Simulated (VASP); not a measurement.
# BN (rocksalt type) (Fm-3m) in VASP: further runs, part 2 of 2

VASP 6.6.1. The steps go on from the part before.

## Step 5: Single point, PBEsol (volume scaled by 0.8)

Input file INCAR:

```
SYSTEM = BN
  ALGO = Normal
  EDIFF = 1E-6
  ENCUT = 520
  GGA = PS
  ISIF = 2
  ISMEAR = -1
  LASPH = .TRUE.
  LCHARG = .TRUE.
  LELF = .TRUE.
  LREAL = .FALSE.
  LVHAR = .TRUE.
  LWAVE = .FALSE.
  NBANDS = 11
  NELM = 100
  PREC = Accurate
  SIGMA = 0.1
```

Input file KPOINTS:

```
k-points
0
G
  15 15 15
  0 0 0
```

Input file POSCAR:

```
BN
1.0
    0.0000000000      1.6165617129      1.6165617129
    1.6165617129      0.0000000000      1.6165617129
    1.6165617129      1.6165617129      0.0000000000
B N
1 1
Direct
    0.0000000000      0.0000000000      0.0000000000
    0.5000000000      0.5000000000      0.5000000000
```

Potentials or basis: VASP PAW PBE potentials, release 64 (B, N).

Command:

```sh
$ cat potpaw_PBE.64/B/POTCAR potpaw_PBE.64/N/POTCAR > POTCAR
$ mpirun -np 1 vasp_std > vasp.out
```

OUTCAR:

```text
SYSTEM = BN
   EDIFF = 1E-6
   ENCUT = 520
   GGA = PS
   ISIF = 2
   ISMEAR = -1
   LASPH = .TRUE.
   LREAL = .FALSE.
   NELM = 100
   PREC = Accurate

 ion  position               nearest neighbor table
   1  0.000  0.000  0.000-   2 1.62   2 1.62   2 1.62   2 1.62   2 1.62   2 1.62
   2  0.500  0.500  0.500-   1 1.62   1 1.62   1 1.62   1 1.62   1 1.62   1 1.62

  LATTYP: Found a face centered cubic cell.
 ALAT       =     3.2331234258

  Lattice vectors:

 A1 = (   0.0000000000,   1.6165617129,   1.6165617129)
 A2 = (   1.6165617129,   0.0000000000,   1.6165617129)
 A3 = (   1.6165617129,   1.6165617129,   0.0000000000)

Analysis of symmetry for initial positions (statically):
=====================================================================
 Subroutine PRICEL returns:
 Original cell was already a primitive cell.

 Routine SETGRP: Setting up the symmetry group for a
 face centered cubic supercell.

 Subroutine GETGRP returns: Found 48 space group operations
 (whereof 48 operations were pure point group operations)
 out of a pool of 48 trial point group operations.

The static configuration has the point symmetry O_h .

Analysis of symmetry for dynamics (positions and initial velocities):
=====================================================================
 Subroutine PRICEL returns:
 Original cell was already a primitive cell.

 Routine SETGRP: Setting up the symmetry group for a
 face centered cubic supercell.

 Subroutine GETGRP returns: Found 48 space group operations
 (whereof 48 operations were pure point group operations)
 out of a pool of 48 trial point group operations.

The dynamic configuration has the point symmetry O_h .

 Subroutine INISYM returns: Found 48 space group operations
 (whereof 48 operations are pure point group operations),
 and found     1 'primitive' translations

[... 120 lines left out ...]
   LHFCALC =     F    Hartree Fock is set to
   AEXX    =    0.0000 exact exchange contribution
   IVDW    =     0    specifies the selected vdW correction
   LEPSILON=     F    determine dielectric tensor
   LRPA    =     F    only Hartree local field effects (RPA)
 non-spin polarized calculation
  energy-cutoff  :      520.00
  volume of cell :        8.45
 maximum number of plane-waves:       259
 NGX is ok and might be reduce to    18
   NGX =  9   NGY =  9   NGZ =  9

 number of electron       7.9999998 magnetization

 Free energy of the ion-electron system (eV)
  ---------------------------------------------------
  ext. energy  EPLUGINS =         0.00000000
  ---------------------------------------------------
  free energy    TOTEN  =       -14.21945918 eV

  energy without entropy =      -14.21945918  energy(sigma->0) =      -14.21945918

 E-fermi :  15.6594     XC(G=0): -15.0614

 val. band max:       13.9969908798   @ k =  -0.2000   0.1333   0.0000
 cond. band min:      17.2047862063   @ k =   0.4667   0.4667   0.0000
 fundamental gap:      3.2077953265
 Fermi energy:        15.6593998432

 k-point     1 :       0.0000    0.0000    0.0000
  band No.  band energies     occupation
      1     -12.0146      2.00000
      2      12.9541      2.00000
      3      12.9541      2.00000
      4      12.9541      2.00000
      5      28.5704      0.00000
      6      28.5704      0.00000
      7      28.5704      0.00000
      8      28.7892      0.00000
      9      33.7818      0.00000
     10      33.7818      0.00000
     11      33.7818      0.00000
[... 309 lines left out ...]
 k-point    24 :       0.2000    0.1333    0.0000
  band No.  band energies     occupation
      1     -10.7040      2.00000
      2      10.0542      2.00000
      3      11.0417      2.00000
      4      12.5152      2.00000
      5      21.9395      0.00000
      6      27.8399      0.00000
      7      28.3021      0.00000
      8      29.3696      0.00000
      9      30.3618      0.00000
     10      39.2206      0.00000
     11      39.5480      0.00000

 [... further k-points ...]

------------------------ aborting loop because EDIFF is reached ----------------------------------------

  FORCE on cell =-STRESS in cart. coord.  units (eV):
  Direction    XX          YY          ZZ          XY          YZ          ZX
  --------------------------------------------------------------------------------------
  -------------------------------------------------------------------------------------
  Total        7.2332018      7.2332018      7.2332018      0.0000000      0.0000000      0.0000000
  in kB     1371.6215614   1371.6215614   1371.6215614      0.0000000      0.0000000      0.0000000
  external PRESSURE =    1371.6215614 kB  Pullay stress =       0.0000000 kB

 VOLUME and BASIS-vectors are now :
 -----------------------------------------------------------------------------
  energy-cutoff  :      520.00
  volume of cell :        8.45
      direct lattice vectors                 reciprocal lattice vectors
     0.000000000  1.616561713  1.616561713    -0.309298430  0.309298430  0.309298430
     1.616561713  0.000000000  1.616561713     0.309298430 -0.309298430  0.309298430
     1.616561713  1.616561713  0.000000000     0.309298430  0.309298430 -0.309298430

 POSITION                                       TOTAL-FORCE (eV/Angst)
 -----------------------------------------------------------------------------------
      0.00000      0.00000      0.00000        -0.000000     -0.000000     -0.000000
      1.61656      1.61656      1.61656         0.000000      0.000000      0.000000
 -----------------------------------------------------------------------------------
    total drift:                               -0.000000     -0.000000     -0.000000

  FREE ENERGIE OF THE ION-ELECTRON SYSTEM (eV)
  ---------------------------------------------------
  free  energy   TOTEN  =       -14.2194591801 eV

  energy  without entropy=      -14.2194591758  energy(sigma->0) =      -14.21945918
```

Run time: 5.9 s. Hardware: 1 thread of AMD EPYC 9R45 (Zen 5), shared host; peak memory 0.09 GiB.

What came out:

* Free energy: -14.2195 eV
* Pressure: 137.2 GPa
* Band gap on the k mesh: 3.21 eV, indirect (least direct gap 6.74 eV)

Caveat: the PAW data sets were made with another functional, which shifts forces and pressure a little. A k mesh can miss the band edges.

## Step 6: Single point, PBEsol (volume scaled by 0.88)

Input file INCAR:

```
SYSTEM = BN
PREC = Accurate ; ENCUT = 520
EDIFF = 1E-6 ; ISMEAR = -1
SIGMA = 0.1 ; LREAL = .False.
LASPH = .True. ; NELM = 100
ALGO = Normal ; ISIF = 2
LWAVE = .False. ; LCHARG = .False.
GGA = PS ; NBANDS = 11
```

Input file KPOINTS:

```
regular mesh
0
Gamma
  15 15 15
  0 0 0
```

Input file POSCAR:

```
BN
1.0
    0.0000000000      1.6687445117      1.6687445117
    1.6687445117      0.0000000000      1.6687445117
    1.6687445117      1.6687445117      0.0000000000
B N
1 1
Direct
    0.0000000000      0.0000000000      0.0000000000
    0.5000000000      0.5000000000      0.5000000000
```

Potentials or basis: VASP PAW PBE potentials, release 64 (B, N).

Command:

```sh
$ cat potpaw_PBE.64/B/POTCAR potpaw_PBE.64/N/POTCAR > POTCAR
$ mpirun -np 1 vasp_std > vasp.out
```

OUTCAR:

```text
SYSTEM = BN
   PREC = Accurate
   ENCUT = 520
   EDIFF = 1E-6
   ISMEAR = -1
   LREAL = .False.
   LASPH = .True.
   NELM = 100
   ISIF = 2
   GGA = PS

 ion  position               nearest neighbor table
   1  0.000  0.000  0.000-   2 1.67   2 1.67   2 1.67   2 1.67   2 1.67   2 1.67
   2  0.500  0.500  0.500-   1 1.67   1 1.67   1 1.67   1 1.67   1 1.67   1 1.67

  LATTYP: Found a face centered cubic cell.
 ALAT       =     3.3374890234

  Lattice vectors:

 A1 = (   0.0000000000,   1.6687445117,   1.6687445117)
 A2 = (   1.6687445117,   0.0000000000,   1.6687445117)
 A3 = (   1.6687445117,   1.6687445117,   0.0000000000)

Analysis of symmetry for initial positions (statically):
=====================================================================
 Subroutine PRICEL returns:
 Original cell was already a primitive cell.

 Routine SETGRP: Setting up the symmetry group for a
 face centered cubic supercell.

 Subroutine GETGRP returns: Found 48 space group operations
 (whereof 48 operations were pure point group operations)
 out of a pool of 48 trial point group operations.

The static configuration has the point symmetry O_h .

Analysis of symmetry for dynamics (positions and initial velocities):
=====================================================================
 Subroutine PRICEL returns:
 Original cell was already a primitive cell.

 Routine SETGRP: Setting up the symmetry group for a
 face centered cubic supercell.

 Subroutine GETGRP returns: Found 48 space group operations
 (whereof 48 operations were pure point group operations)
 out of a pool of 48 trial point group operations.

The dynamic configuration has the point symmetry O_h .

 Subroutine INISYM returns: Found 48 space group operations
 (whereof 48 operations are pure point group operations),
 and found     1 'primitive' translations

----------------------------------------------------------------------------------------

                                     Primitive cell

  volume of cell :       9.2939

  direct lattice vectors                    reciprocal lattice vectors
     0.000000000  1.668744512  1.668744512    -0.299626454  0.299626454  0.299626454
     1.668744512  0.000000000  1.668744512     0.299626454 -0.299626454  0.299626454
     1.668744512  1.668744512  0.000000000     0.299626454  0.299626454 -0.299626454

  length of vectors
     2.359961121  2.359961121  2.359961121     0.518968241  0.518968241  0.518968241

  position of ions in fractional coordinates (direct lattice)
[... 8 lines left out ...]
----------------------------------------------------------------------------------------

 KPOINTS: regular mesh

Automatic generation of k-mesh.
 Grid dimensions read from file:
 generate k-points for:   15   15   15

 Generating k-lattice:

  Cartesian coordinates                     Fractional coordinates (reciprocal lattice)
    -0.019975097  0.019975097  0.019975097     0.066666667  0.000000000  0.000000000
     0.019975097 -0.019975097  0.019975097     0.000000000  0.066666667  0.000000000
     0.019975097  0.019975097 -0.019975097     0.000000000  0.000000000  0.066666667

  Length of vectors
     0.034597883  0.034597883  0.034597883

  Shift w.r.t. Gamma in fractional coordinates (k-lattice)
     0.000000000  0.000000000  0.000000000

 Subroutine IBZKPT returns following result:
 ===========================================

 Found    120 irreducible k-points:

 Following reciprocal coordinates:
            Coordinates               Weight
  0.000000  0.000000  0.000000      1.000000
  0.066667  0.000000  0.000000      8.000000
  0.133333  0.000000  0.000000      8.000000
  0.200000  0.000000  0.000000      8.000000
  0.266667  0.000000  0.000000      8.000000
  0.333333  0.000000  0.000000      8.000000
[... 16 lines left out ...]
  0.133333  0.133333  0.000000      6.000000
  0.200000  0.133333  0.000000     24.000000
 [... further k-points ...]
   k-points           NKPTS =    120   k-points in BZ     NKDIM =    120   number of bands    NBANDS=     11
   number of dos      NEDOS =    301   number of ions     NIONS =      2
   total plane-waves  NPLWV =   5832
   dimension x,y,z NGX =    18 NGY =   18 NGZ =   18
   dimension x,y,z NGXF=    36 NGYF=   36 NGZF=   36
   ions per type =               1   1
   NGX,Y,Z   is equivalent  to a cutoff of  12.68, 12.68, 12.68 a.u.
   NGXF,Y,Z  is equivalent  to a cutoff of  25.36, 25.36, 25.36 a.u.
 SYSTEM =  BN
   PREC   = accura    normal or accurate (medium, high low for compatibility)
   ISTART =      0    job   : 0-new  1-cont  2-samecut
   ICHARG =      2    charge: 1-file 2-atom 10-const
   ISPIN  =      1    spin polarized calculation?
   LNONCOLLINEAR =      F non collinear calculations
   LSORBIT =      F    spin-orbit coupling
   LASPH  =      T    aspherical Exc in radial PAW
   ENCUT  =  520.0 eV  38.22 Ry    6.18 a.u.   4.39  4.39  4.39*2*pi/ulx,y,z
   NELM   =    100;   NELMIN=  2; NELMDL= -5     # of ELM steps
   EDIFF  = 0.1E-05   stopping-criterion for ELM
   LREAL  =      F    real-space projection
   EDIFFG = 0.1E-04   stopping-criterion for IOM
   NSW    =      0    number of steps for IOM
   IBRION =     -1    ionic relax: 0-MD 1-quasi-New 2-CG
   NFREE  =      0    steps in history (QN), initial steepest desc. (CG)
   ISIF   =      2    stress and relaxation
   ISYM   =      2    0-nonsym 1-usesym 2-fastsym
   POTIM  = 0.5000    time-step for ionic-motion
   TEBEG  =    0.0;   TEEND  =   0.0 temperature during run
   PSTRESS=    0.0 pullay stress
   NELECT =       8.0000    total number of electrons
   NUPDOWN=      -1.0000    fix difference up-down
   EMIN   =  10.00;   EMAX   =-10.00  energy-range for DOS
   EFERMI =   0.00;   METHOD = LEGACY
   ISMEAR =    -1;   SIGMA  =   0.10  broadening in eV -4-tet -1-fermi 0-gaus
   EFERMI_NEDOS =   21; number of points for ismear=-14 and -15
   IALGO  =     38    algorithm
   IMIX   =      4    mixing-type and parameters
     AMIX     =   0.40;   BMIX     =  1.00
     AMIX_MAG =   1.60;   BMIX_MAG =  1.00
  volume/ion in A,a.u.               =       4.65        31.36
  Fermi-wavevector in a.u.,A,eV,Ry     =   1.557298  2.942866 32.996525  2.425176
  Thomas-Fermi vector in A             =   2.660968
   LORBIT       =      0    0 simple, 1 ext, 2 COOP (PROOUT), +10 PAW based schemes
   GGA     = PS    functional components
   LHFCALC =     F    Hartree Fock is set to
   AEXX    =    0.0000 exact exchange contribution
   IVDW    =     0    specifies the selected vdW correction
   LEPSILON=     F    determine dielectric tensor
   LRPA    =     F    only Hartree local field effects (RPA)
 non-spin polarized calculation
  energy-cutoff  :      520.00
  volume of cell :        9.29
 maximum number of plane-waves:       265
 NGX is ok and might be reduce to    18
   NGX =  9   NGY =  9   NGZ =  9

 number of electron       8.0000003 magnetization

 Free energy of the ion-electron system (eV)
  ---------------------------------------------------
  ext. energy  EPLUGINS =         0.00000000
  ---------------------------------------------------
  free energy    TOTEN  =       -14.74452729 eV

  energy without entropy =      -14.74452709  energy(sigma->0) =      -14.74452719

 E-fermi :  13.6842     XC(G=0): -14.5660

 val. band max:       12.4340575265   @ k =  -0.2000   0.1333   0.0000
 cond. band min:      14.8005678464   @ k =   0.4667   0.4667   0.0000
 fundamental gap:      2.3665103199
 Fermi energy:        13.6841511689

 k-point     1 :       0.0000    0.0000    0.0000
  band No.  band energies     occupation
      1     -12.0782      2.00000
      2      11.4556      2.00000
      3      11.4556      2.00000
      4      11.4556      2.00000
      5      24.7842      0.00000
      6      25.9327      0.00000
      7      25.9327      0.00000
      8      25.9327      0.00000
      9      31.6487      0.00000
     10      31.6487      0.00000
     11      31.6487      0.00000
[... 309 lines left out ...]
 k-point    24 :       0.2000    0.1333    0.0000
  band No.  band energies     occupation
      1     -10.8444      2.00000
      2       8.7445      2.00000
      3       9.7441      2.00000
      4      10.9550      2.00000
      5      19.8892      0.00000
      6      25.2474      0.00000
      7      25.7075      0.00000
      8      26.6223      0.00000
      9      27.4069      0.00000
     10      36.6296      0.00000
     11      36.9388      0.00000

 [... further k-points ...]

------------------------ aborting loop because EDIFF is reached ----------------------------------------

  FORCE on cell =-STRESS in cart. coord.  units (eV):
  Direction    XX          YY          ZZ          XY          YZ          ZX
  --------------------------------------------------------------------------------------
  -------------------------------------------------------------------------------------
  Total        3.8228249      3.8228249      3.8228249     -0.0000000     -0.0000000      0.0000000
  in kB      659.0152190    659.0152190    659.0152190     -0.0000000     -0.0000000      0.0000000
  external PRESSURE =     659.0152190 kB  Pullay stress =       0.0000000 kB

 VOLUME and BASIS-vectors are now :
 -----------------------------------------------------------------------------
  energy-cutoff  :      520.00
  volume of cell :        9.29
      direct lattice vectors                 reciprocal lattice vectors
     0.000000000  1.668744512  1.668744512    -0.299626454  0.299626454  0.299626454
     1.668744512  0.000000000  1.668744512     0.299626454 -0.299626454  0.299626454
     1.668744512  1.668744512  0.000000000     0.299626454  0.299626454 -0.299626454

 POSITION                                       TOTAL-FORCE (eV/Angst)
 -----------------------------------------------------------------------------------
      0.00000      0.00000      0.00000        -0.000000     -0.000000      0.000000
      1.66874      1.66874      1.66874         0.000000      0.000000     -0.000000
 -----------------------------------------------------------------------------------
    total drift:                               -0.000000     -0.000000     -0.000000

  FREE ENERGIE OF THE ION-ELECTRON SYSTEM (eV)
  ---------------------------------------------------
  free  energy   TOTEN  =       -14.7445272902 eV

  energy  without entropy=      -14.7445270862  energy(sigma->0) =      -14.74452719
```

stdout:

```text
POSCAR found type information on POSCAR B N
 POSCAR found :  2 types and       2 ions
 scaLAPACK will be used
 -----------------------------------------------------------------------------
|                                                                             |
|                                                                             |
|     You enforced a specific xc type in the INCAR file but a different       |
|     I HOPE YOU KNOW WHAT YOU ARE DOING!                                     |
|                                                                             |
 -----------------------------------------------------------------------------

 LDA part: xc-table for (Slater+PW92), standard interpolation
 POSCAR, INCAR and KPOINTS ok, starting setup
 FFT: planning ... GRIDC
 FFT: planning ... GRID_SOFT
 FFT: planning ... GRID
 WAVECAR not read
 entering main loop
```

Run time: 5.8 s. Hardware: 1 thread of AMD EPYC 9R45 (Zen 5), shared host; peak memory 0.09 GiB.

Results:

```
Free energy            : -14.7445 eV
Pressure               : 65.9 GPa
Band gap on the k mesh : 2.37 eV, indirect (least direct gap 6.39 eV)
```

Levels at points of the mesh, in eV from the valence-band top:
| k point | band 1 | band 2 | band 3 | band 4 | band 5 | band 6 | band 7 | band 8 |
| --- | --- | --- | --- | --- | --- | --- | --- | --- |
| (0.00, 0.00, 0.00) | -24.51 | -0.98 | -0.98 | -0.98 | 12.35 | 13.50 | 13.50 | 13.50 |

Caveat: the PAW data sets were made with another functional, which shifts forces and pressure a little.

## Step 7: Overview

```csv
cell,gap on the mesh (eV),pressure (GPa)
"a = 2.122 Å, angles 60.0°, 2 atoms",5.30,411.7
"a = 2.207 Å, angles 60.0°, 2 atoms",4.23,244.9
"a = 2.286 Å, angles 60.0°, 2 atoms",3.21,137.2
"a = 2.360 Å, angles 60.0°, 2 atoms",2.37,65.9
```

Alike in all rows: task single point; level PBEsol; potentials or basis VASP PAW PBE potentials, release 64 (B, N); no spin polarisation; k mesh 15 × 15 × 15; cutoff (eV) 520; smearing fermi-dirac 0.1 eV.

Caveats: the PAW data sets were made with another functional, which shifts forces and pressure a little.

Total energies depend on the potentials used, so only differences within one code and one set of settings carry meaning.
